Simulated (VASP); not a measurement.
# GeCl3 (I4/mmm) in VASP: notebook

Runs on GeCl3. Level: PBE. Tasks: single point, relaxation of cell and atoms.

All numbers are computed with VASP 6.6.1; they aren't measurements. Logs are shortened: lines on timing, memory, paths and dates and some standing lists are left out, and cuts for length are marked.

## Step 1: The cell of the first run

It takes space group I4/mmm (No. 139, tetragonal). The conventional cell has a = 6.217 Å, b = 6.217 Å, c = 5.167 Å, α = 90.00°, β = 90.00°, γ = 90.00°. Ge (site symmetry 4/mmm) has 10 Cl at 2.58 to 3.37 Å within 3.4 Å. Cl (site symmetry -4m2) has 6 Cl at 2.58 to 3.37 Å and 4 Ge at 3.37 Å within 3.4 Å. Cl (site symmetry 4/mmm) has 2 Ge at 2.58 Å and 8 Cl at 3.37 Å within 3.4 Å.

The cell was generated, and may not be a known phase.

## Step 2: Single point, PBE

INCAR reads:

```
PREC     = Accurate       # precision mode
ENCUT    = 520            # plane-wave cutoff, eV
EDIFF    = 1E-7           # SCF threshold, eV
ISMEAR   = 0              # smearing method
SIGMA    = 0.1            # smearing width, eV
LREAL    = F              # projectors in reciprocal space
LASPH    = T              # aspherical terms in the spheres
NELM     = 80             # most SCF steps
ALGO     = Normal         # electronic algorithm
ISIF     = 2              # what is computed and relaxed
LWAVE    = F              # write WAVECAR
LCHARG   = F              # write CHGCAR
GGA      = PE             # functional
NBANDS   = 26             # bands
```

KPOINTS reads:

```
Automatic mesh
0
Gamma
  4 4 4
```

POSCAR reads:

```
GeCl3
1.0
   -3.1085446061      3.1085446061      2.5835811093
    3.1085446061     -3.1085446061      2.5835811093
    3.1085446061      3.1085446061     -2.5835811093
Ge Cl
1 3
Direct
    0.5000000000      0.5000000000      0.0000000000
    0.7500000000      0.2500000000      0.5000000000
    0.2500000000      0.7500000000      0.5000000000
    0.0000000000      0.0000000000      0.0000000000
```

Potentials or basis: VASP PAW PBE potentials, release 64 (Ge_d, Cl).

On the command line:

```
$ cat potpaw_PBE.64/Ge_d/POTCAR potpaw_PBE.64/Cl/POTCAR > POTCAR
$ mpirun -np 1 vasp_std > vasp.out
```

OUTCAR:

```text
PREC = Accurate
   ENCUT = 520
   EDIFF = 1E-7
   ISMEAR = 0
   LREAL = F
   LASPH = T
   NELM = 80
   ISIF = 2
   GGA = PE

 ion  position               nearest neighbor table
   1  0.500  0.500  0.000-   4 2.58   4 2.58
   2  0.750  0.250  0.500-   3 2.58   3 2.58
   3  0.250  0.750  0.500-   2 2.58   2 2.58
   4  0.000  0.000  0.000-   1 2.58   1 2.58

  LATTYP: Found a body centered tetragonal cell.
 ALAT       =     6.2170892122
 C/A-ratio  =     0.8311224179

  Lattice vectors:

 A1 = (  -3.1085446061,   3.1085446061,   2.5835811093)
 A2 = (   3.1085446061,  -3.1085446061,   2.5835811093)
 A3 = (   3.1085446061,   3.1085446061,  -2.5835811093)

Analysis of symmetry for initial positions (statically):
=====================================================================
 Subroutine PRICEL returns:
 Original cell was already a primitive cell.

 Routine SETGRP: Setting up the symmetry group for a
 body centered tetragonal supercell.

 Subroutine GETGRP returns: Found 16 space group operations
 (whereof 16 operations were pure point group operations)
 out of a pool of 16 trial point group operations.

The static configuration has the point symmetry D_4h.

Analysis of symmetry for dynamics (positions and initial velocities):
=====================================================================
 Subroutine PRICEL returns:
 Original cell was already a primitive cell.

 Routine SETGRP: Setting up the symmetry group for a
 body centered tetragonal supercell.

 Subroutine GETGRP returns: Found 16 space group operations
 (whereof 16 operations were pure point group operations)
 out of a pool of 16 trial point group operations.

The dynamic configuration has the point symmetry D_4h.

 Subroutine INISYM returns: Found 16 space group operations
 (whereof 16 operations are pure point group operations),
 and found     1 'primitive' translations

----------------------------------------------------------------------------------------

                                     Primitive cell

  volume of cell :      99.8611

  direct lattice vectors                    reciprocal lattice vectors
    -3.108544606  3.108544606  2.583581109     0.000000000  0.160846976  0.193529825
     3.108544606 -3.108544606  2.583581109     0.160846976  0.000000000  0.193529825
     3.108544606  3.108544606 -2.583581109     0.160846976  0.160846976  0.000000000

  length of vectors
     5.099116638  5.099116638  5.099116638     0.251645669  0.251645669  0.227471975

  position of ions in fractional coordinates (direct lattice)
     0.500000000  0.500000000  0.000000000
     0.750000000  0.250000000  0.500000000
     0.250000000  0.750000000  0.500000000
     0.000000000  0.000000000  0.000000000

  ion indices of the primitive-cell ions
   primitive index   ion index
                 1           1
                 2           2
                 3           3
                 4           4

----------------------------------------------------------------------------------------

 KPOINTS: Automatic mesh

Automatic generation of k-mesh.
 Grid dimensions read from file:
 generate k-points for:    4    4    4

 Generating k-lattice:

  Cartesian coordinates                     Fractional coordinates (reciprocal lattice)
     0.000000000  0.040211744  0.048382456     0.250000000 -0.000000000  0.000000000
     0.040211744  0.000000000  0.048382456    -0.000000000  0.250000000  0.000000000
     0.040211744  0.040211744  0.000000000     0.000000000  0.000000000  0.250000000

  Length of vectors
     0.062911417  0.062911417  0.056867994

  Shift w.r.t. Gamma in fractional coordinates (k-lattice)
     0.000000000  0.000000000  0.000000000

 Subroutine IBZKPT returns following result:
 ===========================================

 Found     13 irreducible k-points:

 Following reciprocal coordinates:
            Coordinates               Weight
  0.000000  0.000000  0.000000      1.000000
  0.250000  0.000000  0.000000      8.000000
  0.500000  0.000000  0.000000      4.000000
[... 45 lines left out ...]
 cond. band min:       2.5185434412   @ k =  -0.2500   0.5000   0.2500
 fundamental gap:      0.0286061644
 Fermi energy:         2.4915966084

 k-point     1 :       0.0000    0.0000    0.0000
  band No.  band energies     occupation
      1     -23.8059      2.00000
      2     -23.8032      2.00000
      3     -23.7270      2.00000
      4     -23.7270      2.00000
      5     -23.7117      2.00000
      6     -13.4531      2.00000
[... 18 lines left out ...]
     25      11.3334      0.00000
     26      11.3334      0.00000

 k-point     2 :       0.2500    0.0000    0.0000
  band No.  band energies     occupation
      1     -23.8058      2.00000
      2     -23.8033      2.00000
      3     -23.7270      2.00000
      4     -23.7270      2.00000
      5     -23.7107      2.00000
      6     -13.1695      2.00000
[... 18 lines left out ...]
     25      11.7131      0.00000
     26      11.8690      0.00000

 k-point     3 :       0.5000    0.0000    0.0000
  band No.  band energies     occupation
      1     -23.8058      2.00000
      2     -23.8033      2.00000
      3     -23.7270      2.00000
      4     -23.7270      2.00000
      5     -23.7097      2.00000
      6     -12.5130      2.00000
[... 18 lines left out ...]
     25      11.6250      0.00000
     26      12.7932      0.00000

 k-point     4 :       0.2500    0.2500    0.0000
  band No.  band energies     occupation
      1     -23.8058      2.00000
      2     -23.8033      2.00000
      3     -23.7270      2.00000
      4     -23.7270      2.00000
      5     -23.7097      2.00000
      6     -12.5338      2.00000
[... 18 lines left out ...]
     25      12.1432      0.00000
     26      12.5560      0.00000
[... 177 lines left out ...]
      1     -23.8057      2.00000
      2     -23.8034      2.00000
      3     -23.7269      2.00000
      4     -23.7269      2.00000
      5     -23.7108      2.00000
      6     -12.9398      2.00000
[... 18 lines left out ...]
     25      12.1687      0.00000
     26      12.4978      0.00000

 k-point    12 :      -0.2500   -0.2500    0.2500
  band No.  band energies     occupation
      1     -23.8058      2.00000
      2     -23.8034      2.00000
      3     -23.7270      2.00000
      4     -23.7270      2.00000
      5     -23.7097      2.00000
      6     -12.6424      2.00000
[... 18 lines left out ...]
     25      12.8225      0.00000
     26      13.6237      0.00000

 k-point    13 :       0.5000    0.5000    0.5000
  band No.  band energies     occupation
      1     -23.8057      2.00000
      2     -23.8035      2.00000
      3     -23.7269      2.00000
      4     -23.7268      2.00000
      5     -23.7118      2.00000
      6     -13.1450      2.00000
[... 18 lines left out ...]
     25      12.2385      0.00000
     26      12.3472      0.00000

------------------------ aborting loop because EDIFF is reached ----------------------------------------

  FORCE on cell =-STRESS in cart. coord.  units (eV):
  Direction    XX          YY          ZZ          XY          YZ          ZX
  --------------------------------------------------------------------------------------
  -------------------------------------------------------------------------------------
  Total       -0.1170908     -0.1170908     -0.0851557      0.0000000      0.0000000      0.0000000
  in kB       -1.8786121     -1.8786121     -1.3662434      0.0000000      0.0000000      0.0000000
  external PRESSURE =      -1.7078226 kB  Pullay stress =       0.0000000 kB

 VOLUME and BASIS-vectors are now :
 -----------------------------------------------------------------------------
  energy-cutoff  :      520.00
  volume of cell :       99.86
      direct lattice vectors                 reciprocal lattice vectors
    -3.108544606  3.108544606  2.583581109     0.000000000  0.160846976  0.193529825
     3.108544606 -3.108544606  2.583581109     0.160846976  0.000000000  0.193529825
     3.108544606  3.108544606 -2.583581109     0.160846976  0.160846976  0.000000000

 POSITION                                       TOTAL-FORCE (eV/Angst)
 -----------------------------------------------------------------------------------
      0.00000      0.00000      2.58358        -0.000000     -0.000000     -0.000000
      0.00000      3.10854      1.29179        -0.000000      0.000000     -0.000000
      3.10854      0.00000      1.29179         0.000000     -0.000000      0.000000
      0.00000      0.00000      0.00000        -0.000000     -0.000000     -0.000000
 -----------------------------------------------------------------------------------
    total drift:                               -0.000000     -0.000000      0.000000

  FREE ENERGIE OF THE ION-ELECTRON SYSTEM (eV)
  ---------------------------------------------------
  free  energy   TOTEN  =       -10.3146136169 eV

  energy  without entropy=      -10.2872780856  energy(sigma->0) =      -10.30094585
```

It took 70 s on 1 thread of Oxide Virtual Turin-like, shared host; peak memory 0.2 GiB.

What came out:

```yaml
Free_energy: -10.3146 eV
Pressure: -0.2 GPa
Band_gap_on_the_k_mesh: zero (an odd number of electrons rules out a gap without spin polarisation)
```

Levels at points of the mesh, in eV from the Fermi level:
```csv
k point,band 15,band 16,band 17,band 18,band 19,band 20
"(0.00, 0.00, 0.00)",-2.06,-1.75,-1.75,1.30,1.30,1.39
"(0.50, 0.00, 0.00)",-2.61,-2.08,-1.39,-1.17,0.58,1.66
"(0.50, 0.50, 0.00)",-2.56,-1.63,-1.56,1.22,1.36,1.42
"(0.50, 0.50, 0.50)",-1.71,-1.38,-1.38,1.43,1.94,1.94
```

Caveat: the k points lie up to 0.40 Å⁻¹ apart, too coarse for converged energies and pressures of a metal; an odd number of electrons without spin polarisation forces a metal; a magnetic or distorted state may lie lower.

## Step 3: Single point, PBE

This run uses another cell than the first one, of 27.40 Å³/atom.

INCAR reads:

```
SYSTEM = GeCl3
  PREC = Accurate
  ENCUT = 520
  EDIFF = 1E-6
  ISMEAR = 0
  SIGMA = 0.1
  LREAL = .False.
  LASPH = .True.
  NELM = 100
  ALGO = Normal
  ISIF = 2
  LWAVE = .False.
  LCHARG = .False.
  GGA = PE
  NBANDS = 26
```

KPOINTS reads:

```
Automatic mesh
0
Gamma
  4 4 4
  0 0 0
```

POSCAR reads:

```
GeCl3
1.0
   -2.9186462600      2.9186462600      3.2166647600
    2.9186462600     -2.9186462600      3.2166647600
    2.9186462600      2.9186462600     -3.2166647600
Ge Cl
1 3
Direct
    0.5000000000      0.5000000000      0.0000000000
    0.7500000000      0.2500000000      0.5000000000
    0.2500000000      0.7500000000      0.5000000000
    0.0000000000      0.0000000000      0.0000000000
```

Potentials or basis: VASP PAW PBE potentials, release 64 (Ge_d, Cl).

On the command line:

```
$ cat potpaw_PBE.64/Ge_d/POTCAR potpaw_PBE.64/Cl/POTCAR > POTCAR
$ mpirun -np 1 vasp_std > vasp.out
```

Wall time 94 s (1 thread of Oxide Virtual Turin-like, shared host); peak memory 0.2 GiB.

The run converged. Its results:

* Free energy: -9.4601 eV
* Pressure: -5.9 GPa
* Band gap on the k mesh: zero (an odd number of electrons rules out a gap without spin polarisation)

Stress tensor (GPa, compression positive):
```
-4.83  0.00  0.00
 0.00 -4.83  0.00
 0.00  0.00 -8.03
```

Levels at points of the mesh, in eV from the Fermi level:
| k point | band 15 | band 16 | band 17 | band 18 | band 19 | band 20 |
| --- | --- | --- | --- | --- | --- | --- |
| (0.00, 0.00, 0.00) | -1.56 | -0.58 | -0.58 | -0.09 | 2.30 | 2.30 |
| (0.50, 0.00, 0.00) | -1.53 | -0.53 | -0.29 | 0.08 | 2.06 | 2.16 |
| (0.50, 0.50, 0.00) | -0.84 | -0.55 | -0.17 | 0.07 | 1.89 | 2.38 |
| (0.50, 0.50, 0.50) | -0.95 | -0.01 | -0.01 | 0.13 | 2.92 | 2.92 |

Caveat: the k points lie up to 0.36 Å⁻¹ apart, too coarse for converged energies and pressures of a metal; an odd number of electrons without spin polarisation forces a metal; a magnetic or distorted state may lie lower.

## Step 4: Relaxation of cell and atoms, PBE

This run uses another cell than the first one, of 27.40 Å³/atom.

INCAR reads:

```
SYSTEM = GeCl3
ALGO     = Normal         ! electronic algorithm
EDIFF    = 1E-7           ! SCF threshold, eV
EDIFFG   = -0.04          ! ionic threshold
ENCUT    = 600            ! plane-wave cutoff, eV
GGA      = PE             ! functional
IBRION   = 2              ! ionic algorithm
ISIF     = 3              ! what is computed and relaxed
ISMEAR   = 0              ! smearing method
LASPH    = .True.         ! aspherical terms in the spheres
LCHARG   = .False.        ! write CHGCAR
LREAL    = .False.        ! projectors in reciprocal space
LWAVE    = .False.        ! write WAVECAR
NELM     = 100            ! most SCF steps
NSW      = 90             ! ionic steps
PREC     = Accurate       ! precision mode
SIGMA    = 0.1            ! smearing width, eV
```

KPOINTS reads:

```
k-points
0
Gamma
  4 4 4
  0 0 0
```

POSCAR is that of step 3.

On the command line:

```
$ cat potpaw_PBE.64/Ge_d/POTCAR potpaw_PBE.64/Cl/POTCAR > POTCAR
$ mpirun -np 1 vasp_std > vasp.out
```

It took 14 min on 1 thread of Oxide Virtual Turin-like, shared host; peak memory 0.24 GiB.

The run converged. Its results:

* Free energy: -10.3152 eV
* Relaxed volume: 24.69 Å³/atom
* Relaxed cell: a = 5.078 Å, b = 5.078 Å, c = 5.078 Å, α = 105.05°, β = 105.05°, γ = 118.72°
* Space group after relaxing (to 0.1 Å): I4/mmm (No. 139)
* Energy gained by relaxing: 213.7 meV/atom
* Ionic steps: 18
* Pressure after relaxing: 0.0 GPa
* Band gap on the k mesh: zero (an odd number of electrons rules out a gap without spin polarisation)

Stress tensor (GPa, compression positive):
```
 0.11  0.00  0.00
 0.00  0.11  0.00
 0.00  0.00 -0.20
```

Step by step:
| step | energy change (eV) | largest force (eV/Å) | pressure (GPa) | volume (Å³) |
| --- | --- | --- | --- | --- |
| 1 | 0.0000 | 0.0000 | -5.85 | 109.60 |
| 2 | -0.4730 | 0.0000 | -2.88 | 94.47 |
| 3 | -0.5718 | 0.0000 | 0.46 | 86.26 |
| 4 | -0.6014 | 0.0000 | 0.80 | 86.32 |
| 5 | -0.6372 | 0.0000 | 1.98 | 86.30 |
| 6 | -0.6397 | 0.0000 | 6.45 | 85.61 |
| 7 | -0.6574 | 0.0000 | 2.67 | 86.21 |
| 8 | -0.6943 | 0.0000 | 4.16 | 85.97 |
| 9 | -0.6841 | 0.0000 | 5.20 | 85.81 |
| 10 | -0.6941 | 0.0000 | 4.51 | 85.92 |
| 11 | -0.7051 | 0.0000 | 4.53 | 86.36 |
| 12 | -0.7240 | 0.0000 | 4.64 | 87.67 |
| 13 | -0.7250 | 0.0000 | 4.74 | 88.23 |
| 14 | -0.7539 | 0.0000 | 4.06 | 89.38 |
| 15 | -0.8173 | 0.0000 | 2.31 | 92.89 |
| 16 | -0.8534 | 0.0000 | -0.44 | 100.17 |
| 17 | -0.8549 | 0.0000 | -0.07 | 99.00 |
| 18 | -0.8549 | 0.0000 | 0.01 | 98.78 |

Final structure:
```cif
data_structure
_symmetry_space_group_name_H-M 'P 1'
_symmetry_Int_Tables_number 1
_cell_length_a 5.0776
_cell_length_b 5.0776
_cell_length_c 5.0776
_cell_angle_alpha 105.055
_cell_angle_beta 105.055
_cell_angle_gamma 118.720
_cell_volume 98.78
loop_
_atom_site_label
_atom_site_type_symbol
_atom_site_fract_x
_atom_site_fract_y
_atom_site_fract_z
_atom_site_occupancy
Ge1 Ge 0.50000 0.50000 0.00000 1
Cl1 Cl 0.75000 0.25000 0.50000 1
Cl2 Cl 0.25000 0.75000 0.50000 1
Cl3 Cl 0.00000 0.00000 0.00000 1
```

Levels at points of the mesh, in eV from the Fermi level:
```csv
k point,band 14,band 15,band 16,band 17,band 18,band 19,band 20,band 21
"(0.00, 0.00, 0.00)",-2.06,-2.06,-1.67,-1.67,1.36,1.36,1.37,4.99
"(0.50, 0.00, 0.00)",-2.65,-2.58,-2.01,-1.32,-1.08,0.66,1.76,1.76
"(0.50, 0.50, 0.00)",-2.83,-2.48,-1.61,-1.52,1.29,1.41,1.43,6.03
"(0.50, 0.50, 0.50)",-1.69,-1.69,-1.28,-1.28,1.42,2.03,2.03,5.69
```

Caveat: the k points lie up to 0.40 Å⁻¹ apart in the final cell, too coarse for converged energies and pressures of a metal; an odd number of electrons without spin polarisation forces a metal; a magnetic or distorted state may lie lower.

## Step 5: Single point, PBE

This run uses another cell than the first one, of 24.78 Å³/atom.

INCAR reads:

```
SYSTEM = GeCl3
PREC = Accurate ; ENCUT = 520
EDIFF = 1E-6 ; ISMEAR = 0
SIGMA = 0.1 ; LREAL = .False.
LASPH = .True. ; NELM = 100
ALGO = Fast ; ISIF = 2
LWAVE = .False. ; LCHARG = .False.
GGA = PE ; NBANDS = 26
```

KPOINTS reads:

```
Automatic mesh
0
Gamma
  12 12 12
  0 0 0
```

POSCAR reads:

```
GeCl3
1.0
   -3.1096439836      3.1096439836      2.5626740484
    3.1096439836     -3.1096439836      2.5626740484
    3.1096439836      3.1096439836     -2.5626740484
Ge Cl
1 3
Direct
    0.5000000000      0.5000000000      0.0000000000
    0.7500000000      0.2500000000      0.5000000000
    0.2500000000      0.7500000000      0.5000000000
    0.0000000000      0.0000000000      0.0000000000
```

On the command line:

```
$ cat potpaw_PBE.64/Ge_d/POTCAR potpaw_PBE.64/Cl/POTCAR > POTCAR
$ mpirun -np 1 vasp_std > vasp.out
```

Wall time 17 min (1 thread of Oxide Virtual Turin-like, shared host); peak memory 0.46 GiB.

Results (log left out):

| Property | Result |
| --- | --- |
| Free energy | -10.4982 eV |
| Pressure | -0.1 GPa |
| Band gap on the k mesh | zero (an odd number of electrons rules out a gap without spin polarisation) |

Levels at points of the mesh, in eV from the Fermi level:
| k point | band 13 | band 14 | band 15 | band 16 | band 17 | band 18 | band 19 | band 20 | band 21 | band 22 |
| --- | --- | --- | --- | --- | --- | --- | --- | --- | --- | --- |
| (0.00, 0.00, 0.00) | -4.28 | -2.14 | -2.14 | -1.91 | -1.91 | 1.22 | 1.22 | 1.44 | 4.81 | 5.91 |
| (0.50, 0.00, 0.00) | -2.93 | -2.73 | -2.71 | -2.24 | -1.46 | -1.31 | 0.47 | 1.57 | 1.65 | 7.96 |
| (0.50, 0.50, 0.00) | -3.36 | -3.09 | -2.76 | -1.71 | -1.65 | 1.15 | 1.28 | 1.47 | 6.07 | 6.87 |
| (0.50, 0.50, 0.50) | -5.18 | -1.78 | -1.78 | -1.54 | -1.54 | 1.49 | 1.86 | 1.86 | 5.72 | 8.83 |

Caveat: an odd number of electrons without spin polarisation forces a metal; a magnetic or distorted state may lie lower.

## Step 6: Summary

| task | cell | k mesh | cutoff (eV) | gap on the mesh (eV) | pressure (GPa) |
| --- | --- | --- | --- | --- | --- |
| single point | a = 5.099 Å, angles 104.9, 104.9, 119.1°, 4 atoms | 4 × 4 × 4 | 520 | none | -0.2 |
| single point | a = 5.233 Å, angles 112.2, 112.2, 104.1°, 4 atoms | 4 × 4 × 4 | 520 | none | -5.9 |
| relaxation of cell and atoms | relaxed from a = 5.233 Å, angles 112.2, 112.2, 104.1°, 4 atoms | 4 × 4 × 4 | 600 | none | 0.0 |
| single point | a = 5.090 Å, angles 104.7, 104.7, 119.5°, 4 atoms | 12 × 12 × 12 | 520 | none | -0.1 |

Alike in all rows: level PBE; potentials or basis VASP PAW PBE potentials, release 64 (Ge_d, Cl); no spin polarisation; smearing gaussian 0.1 eV.

Caveats: some runs use coarse meshes; an odd number of electrons without spin polarisation forces a metal; a magnetic or distorted state may lie lower.

Absolute energies hang on the potentials; compare differences alone.

The gap in the log of VASP goes by the Fermi energy; the results here count the filled bands.